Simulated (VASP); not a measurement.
A run of VASP 6.6.1:

The input INCAR:

```
SYSTEM = BiPdCl
PREC = Accurate
ENCUT = 520
EDIFF = 1E-6
ISMEAR = 1
SIGMA = 0.0216
LREAL = .False.
LASPH = .True.
NELM = 80
ALGO = Normal
ISIF = 2
LWAVE = .False.
LCHARG = .False.
GGA = PE
NBANDS = 41
```

File KPOINTS:

```
Automatic mesh
0
Gamma
  5 5 3
  0 0 0
```

The input POSCAR:

```
BiPdCl
1.0
    3.9954691500      0.0000000000      0.0000000000
    0.0000000000      3.9954691500      0.0000000000
    0.0000000000      0.0000000000      7.5698215000
Bi Pd Cl
2 2 2
Direct
    0.0000000000      0.5000000000      0.1710000000
    0.5000000000      0.0000000000      0.8290000000
    0.0000000000      0.0000000000      0.0000000000
    0.5000000000      0.5000000000      0.0000000000
    0.0000000000      0.5000000000      0.6500000000
    0.5000000000      0.0000000000      0.3500000000
```

Potentials or basis: VASP PAW PBE potentials, release 64 (Bi_d, Pd, Cl).

The run is started by

```console
$ cat potpaw_PBE.64/Bi_d/POTCAR potpaw_PBE.64/Pd/POTCAR potpaw_PBE.64/Cl/POTCAR > POTCAR
$ mpirun -np 1 vasp_std > vasp.out
```

Hardware: 1 thread of Intel(R) Xeon(R) Platinum 8375C CPU @ 2.90GHz (Ice Lake), with other jobs on the host.

Problem. Estimate the wall time of this run.

Solution. Wall time 57 s on 1 thread of Intel(R) Xeon(R) Platinum 8375C CPU @ 2.90GHz (Ice Lake) (shared host), peak memory 0.23 GiB. Counts: scf iterations 15, k points 12.
